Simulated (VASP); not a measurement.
# RuCl (Pm-3m) in VASP: notebook, part 2 of 2

VASP 6.6.1. The steps go on from the part before.

## 3. Single point, PBE, collinear spin, ferromagnetic start

This run uses another cell than the first one, of 19.96 Å³/atom, 1.366 times its volume.

The input, INCAR:

```
SYSTEM = RuCl
PREC = Accurate
ENCUT = 520
EDIFF = 1E-6
ISMEAR = 0
SIGMA = 0.1
LREAL = .FALSE.
LASPH = .TRUE.
NELM = 150
ALGO = Normal
ISIF = 2
LWAVE = .FALSE.
LCHARG = .FALSE.
ISPIN = 2
MAGMOM = 1 0
LORBIT = 11
LMAXMIX = 4
GGA = PE
NBANDS = 22
```

The input, KPOINTS:

```
Automatic mesh
0
G
  6 6 6
  0 0 0
```

The input, POSCAR:

```
RuCl
1.0
    3.4179533600      0.0000000000      0.0000000000
    0.0000000000      3.4179533600      0.0000000000
    0.0000000000      0.0000000000      3.4179533600
Ru Cl
1 1
Direct
    0.5000000000      0.5000000000      0.5000000000
    0.0000000000      0.0000000000      0.0000000000
```

Potentials or basis: VASP PAW PBE potentials, release 64 (Ru_pv, Cl).

Started as:

```sh
$ cat potpaw_PBE.64/Ru_pv/POTCAR potpaw_PBE.64/Cl/POTCAR > POTCAR
$ mpirun -np 1 vasp_std > vasp.out
```

OUTCAR:

```text
SYSTEM = RuCl
   PREC = Accurate
   ENCUT = 520
   EDIFF = 1E-6
   ISMEAR = 0
   LREAL = .FALSE.
   LASPH = .TRUE.
   NELM = 150
   ISIF = 2
   ISPIN = 2
   LORBIT = 11
   GGA = PE

 ion  position               nearest neighbor table
   1  0.500  0.500  0.500-   2 2.96   2 2.96   2 2.96   2 2.96   2 2.96   2 2.96   2 2.96   2 2.96

   2  0.000  0.000  0.000-   1 2.96   1 2.96   1 2.96   1 2.96   1 2.96   1 2.96   1 2.96   1 2.96

  LATTYP: Found a simple cubic cell.
 ALAT       =     3.4179533600

  Lattice vectors:

 A1 = (   3.4179533600,   0.0000000000,   0.0000000000)
 A2 = (   0.0000000000,   3.4179533600,   0.0000000000)
 A3 = (   0.0000000000,   0.0000000000,   3.4179533600)

Analysis of symmetry for initial positions (statically):
=====================================================================
 Subroutine PRICEL returns:
 Original cell was already a primitive cell.

 Routine SETGRP: Setting up the symmetry group for a
 simple cubic supercell.

 Subroutine GETGRP returns: Found 48 space group operations
 (whereof 48 operations were pure point group operations)
 out of a pool of 48 trial point group operations.

The static configuration has the point symmetry O_h .

Analysis of symmetry for dynamics (positions and initial velocities):
=====================================================================
 Subroutine PRICEL returns:
 Original cell was already a primitive cell.

 Routine SETGRP: Setting up the symmetry group for a
 simple cubic supercell.

 Subroutine GETGRP returns: Found 48 space group operations
 (whereof 48 operations were pure point group operations)
 out of a pool of 48 trial point group operations.

The dynamic configuration has the point symmetry O_h .

Analysis of structural, dynamic, and magnetic symmetry:
=====================================================================
 Subroutine PRICEL returns:
 Original cell was already a primitive cell.

[... 145 lines left out ...]
  ext. energy  EPLUGINS =         0.00000000
  ---------------------------------------------------
  free energy    TOTEN  =        -8.69412240 eV

  energy without entropy =       -8.67383548  energy(sigma->0) =       -8.68397894

 E-fermi :   6.5325     XC(G=0): -10.7595

 val. band max:        6.5135424705   @ k =   0.5000   0.5000   0.3333
 cond. band min:       6.5471919506   @ k =   0.5000   0.3333   0.3333
 fundamental gap:      0.0336494802
 Fermi energy:         6.5324658544

 spin component 1

 k-point     1 :       0.0000    0.0000    0.0000
  band No.  band energies     occupation
      1     -36.7644      1.00000
      2     -36.7644      1.00000
      3     -36.7644      1.00000
      4     -10.4460      1.00000
      5       2.6946      1.00000
      6       2.6946      1.00000
[... 489 lines left out ...]
     21      23.4340      0.00000
     22      23.4340      0.00000
 Fermi energy:         6.5324658544

 spin component 2

 k-point     1 :       0.0000    0.0000    0.0000
  band No.  band energies     occupation
      1     -34.7360      1.00000
      2     -34.7360      1.00000
      3     -34.7359      1.00000
      4     -10.2082      1.00000
      5       2.9255      1.00000
      6       2.9255      1.00000
[... 489 lines left out ...]
     21      23.5876      0.00000
     22      23.5876      0.00000

------------------------ aborting loop because EDIFF is reached ----------------------------------------

  FORCE on cell =-STRESS in cart. coord.  units (eV):
  Direction    XX          YY          ZZ          XY          YZ          ZX
  --------------------------------------------------------------------------------------
  -------------------------------------------------------------------------------------
  Total       -1.9558354     -1.9558354     -1.9558354      0.0000000     -0.0000000      0.0000000
  in kB      -78.4773791    -78.4773791    -78.4773791      0.0000000     -0.0000000      0.0000000
  external PRESSURE =     -78.4773791 kB  Pullay stress =       0.0000000 kB

 VOLUME and BASIS-vectors are now :
 -----------------------------------------------------------------------------
  energy-cutoff  :      520.00
  volume of cell :       39.93
      direct lattice vectors                 reciprocal lattice vectors
     3.417953360  0.000000000  0.000000000     0.292572746  0.000000000  0.000000000
     0.000000000  3.417953360  0.000000000     0.000000000  0.292572746  0.000000000
     0.000000000  0.000000000  3.417953360     0.000000000  0.000000000  0.292572746

 POSITION                                       TOTAL-FORCE (eV/Angst)
 -----------------------------------------------------------------------------------
      1.70898      1.70898      1.70898         0.000000      0.000000      0.000000
      0.00000      0.00000      0.00000         0.000000      0.000000      0.000000
 -----------------------------------------------------------------------------------
    total drift:                                0.000000      0.000000      0.000000

  FREE ENERGIE OF THE ION-ELECTRON SYSTEM (eV)
  ---------------------------------------------------
  free  energy   TOTEN  =        -8.6941223992 eV

  energy  without entropy=       -8.6738354766  energy(sigma->0) =       -8.68397894

 total charge

# of ion       s       p       d       tot
------------------------------------------
    1        0.134   6.044   5.991  12.169
    2        1.615   3.408   0.000   5.023
--------------------------------------------------
tot          1.749   9.452   5.991  17.192

 magnetization (x)

# of ion       s       p       d       tot
------------------------------------------
    1        0.010   0.010   2.627   2.647
    2        0.015   0.176   0.000   0.191
--------------------------------------------------
tot          0.025   0.185   2.627   2.838
```

OSZICAR:

```text
N       E                     dE             d eps       ncg     rms          rms(c)
DAV:   1     0.169036204196E+03    0.16904E+03   -0.11467E+04  1760   0.909E+02
DAV:   2    -0.317579487744E+01   -0.17221E+03   -0.16521E+03  2024   0.274E+02
DAV:   3    -0.835633846730E+01   -0.51805E+01   -0.50936E+01  2234   0.462E+01
DAV:   4    -0.838630036304E+01   -0.29962E-01   -0.29923E-01  1898   0.405E+00
DAV:   5    -0.838651188716E+01   -0.21152E-03   -0.21151E-03  2032   0.348E-01    0.961E+00
DAV:   6    -0.840251174521E+01   -0.16000E-01   -0.57736E-01  2038   0.507E+00    0.571E+00
DAV:   7    -0.861148444984E+01   -0.20897E+00   -0.91120E-02  2006   0.187E+00    0.377E+00
DAV:   8    -0.866476578567E+01   -0.53281E-01   -0.10820E-01  1964   0.198E+00    0.259E+00
DAV:   9    -0.868655453134E+01   -0.21789E-01   -0.14959E-02  2084   0.705E-01    0.127E+00
DAV:  10    -0.869366079999E+01   -0.71063E-02   -0.42161E-03  1892   0.371E-01    0.586E-01
DAV:  11    -0.869327236786E+01    0.38843E-03   -0.55991E-04  2134   0.192E-01    0.341E-01
DAV:  12    -0.869411991296E+01   -0.84755E-03   -0.38268E-04  1940   0.119E-01    0.702E-02
DAV:  13    -0.869411355006E+01    0.63629E-05   -0.26558E-05  2140   0.327E-02    0.403E-02
DAV:  14    -0.869412251622E+01   -0.89662E-05   -0.97675E-06  1934   0.184E-02    0.131E-02
DAV:  15    -0.869412039582E+01    0.21204E-05   -0.10039E-06  1662   0.786E-03    0.143E-02
DAV:  16    -0.869412223990E+01   -0.18441E-05   -0.37254E-07  1114   0.389E-03    0.341E-03
DAV:  17    -0.869412239923E+01   -0.15933E-06   -0.61249E-08  1108   0.161E-03
   1 F= -.86941224E+01 E0= -.86839789E+01  d E =-.202869E-01  mag=     3.0220
```

stdout:

```text
POSCAR found type information on POSCAR RuCl
 POSCAR found :  2 types and       2 ions
 scaLAPACK will be used
 LDA part: xc-table for (Slater+PW92), standard interpolation
 POSCAR, INCAR and KPOINTS ok, starting setup
 FFT: planning ... GRIDC
 FFT: planning ... GRID_SOFT
 FFT: planning ... GRID
 WAVECAR not read
 entering main loop
```

Run time: 18 s. Hardware: 1 thread of Intel Xeon 6975P-C (Granite Rapids), shared host; peak memory 0.18 GiB.

Results:

```
Free energy                                           : -8.6941 eV
Pressure                                              : -7.8 GPa
Band gap on the k mesh                                : zero (filled and empty bands overlap)
Net moment                                            : 3.02 μB per cell
Site moments                                          : Ru +2.65; Cl +0.19 μB
Valence electrons inside the program's atomic spheres : Ru 12.17; Cl 5.02
```

Levels at points of the mesh, in eV from the Fermi level:
Spin up:
| k point | band 8 | band 9 | band 10 | band 11 | band 12 | band 13 | band 14 | band 15 | band 16 | band 17 |
| --- | --- | --- | --- | --- | --- | --- | --- | --- | --- | --- |
| (0.00, 0.00, 0.00) | -3.10 | -3.10 | -1.70 | -1.70 | -1.70 | -1.03 | 8.15 | 8.15 | 10.82 | 12.42 |
| (0.50, 0.00, 0.00) | -2.77 | -1.59 | -1.02 | -0.68 | -0.68 | 3.12 | 4.35 | 6.97 | 8.15 | 8.15 |
| (0.50, 0.50, 0.00) | -2.87 | -2.39 | -2.26 | -2.26 | -0.75 | 2.20 | 7.28 | 7.28 | 9.13 | 10.82 |
| (0.50, 0.50, 0.50) | -0.71 | -0.71 | -0.39 | -0.39 | -0.39 | 3.02 | 3.02 | 3.02 | 6.38 | 10.82 |
Spin down:
```tsv
k point	band 7	band 8	band 9	band 10	band 11	band 12
(0.00, 0.00, 0.00)	-3.61	-1.89	-1.89	-0.37	0.60	0.60
(0.50, 0.00, 0.00)	-3.84	-1.47	0.41	0.74	1.19	1.19
(0.50, 0.50, 0.00)	-3.03	-1.75	-0.38	-0.12	-0.12	0.86
(0.50, 0.50, 0.50)	-5.83	0.90	0.90	1.49	1.49	1.49
```

## 4. Single point, PBE

The input, INCAR:

```
SYSTEM = RuCl
  PREC = Accurate
  ENCUT = 520
  EDIFF = 1E-6
  ISMEAR = 0
  SIGMA = 0.1
  LREAL = .False.
  LASPH = .True.
  NELM = 60
  ALGO = Normal
  ISIF = 2
  LWAVE = .False.
  LCHARG = .True.
  GGA = PE
  LELF = .True.
  LVHAR = .True.
  NBANDS = 18
```

The input, KPOINTS:

```
regular mesh
0
Gamma
  18 18 18
  0 0 0
```

The input, POSCAR:

```
RuCl
1.0
    3.0812488332      0.0000000000      0.0000000000
    0.0000000000      3.0812488332      0.0000000000
    0.0000000000      0.0000000000      3.0812488332
Ru Cl
1 1
Direct
    0.5000000000      0.5000000000      0.5000000000
    0.0000000000      0.0000000000      0.0000000000
```

Started as:

```sh
$ cat potpaw_PBE.64/Ru_pv/POTCAR potpaw_PBE.64/Cl/POTCAR > POTCAR
$ mpirun -np 1 vasp_std > vasp.out
```

Run time: 26 s. Hardware: 1 thread of Intel Xeon 6975P-C (Granite Rapids), shared host; peak memory 0.22 GiB.

The run converged. Its results:

| Property | Result |
| --- | --- |
| Free energy | -9.0260 eV |
| Pressure | 0.2 GPa |

Levels at points of the mesh, in eV from the Fermi level:
| k point | band 7 | band 8 | band 9 | band 10 | band 11 | band 12 | band 13 | band 14 |
| --- | --- | --- | --- | --- | --- | --- | --- | --- |
| (0.00, 0.00, 0.00) | -4.63 | -3.79 | -3.79 | -0.55 | -0.55 | -0.55 | 0.65 | 8.66 |
| (0.50, 0.00, 0.00) | -5.42 | -3.05 | -0.28 | 0.10 | 0.98 | 0.98 | 4.38 | 5.95 |
| (0.50, 0.50, 0.00) | -3.76 | -3.41 | -1.73 | -1.73 | -1.52 | 0.62 | 3.82 | 9.68 |
| (0.50, 0.50, 0.50) | -8.43 | 0.69 | 0.69 | 1.53 | 1.53 | 1.53 | 2.94 | 2.94 |

Caveat: an odd number of electrons without spin polarisation forces a metal; a magnetic or distorted state may lie lower.

## 5. The runs side by side

```csv
spin,cell,k mesh,gap on the mesh (eV),pressure (GPa),moment (μB)
"collinear, ferromagnetic start","a = 3.081 Å, 2 atoms",6 × 6 × 6,none,0.1,0.00
"collinear, ferromagnetic start","a = 3.418 Å, 2 atoms",6 × 6 × 6,none,-7.8,3.02
off,"a = 3.081 Å, 2 atoms",18 × 18 × 18,none,0.2,-
```

Alike in all rows: task single point; level PBE; potentials or basis VASP PAW PBE potentials, release 64 (Ru_pv, Cl); cutoff (eV) 520; smearing gaussian 0.1 eV.

Caveats: an odd number of electrons without spin polarisation forces a metal (some runs); a magnetic or distorted state may lie lower (some runs).

Total energies depend on the potentials used, so only differences within one code and one set of settings carry meaning.
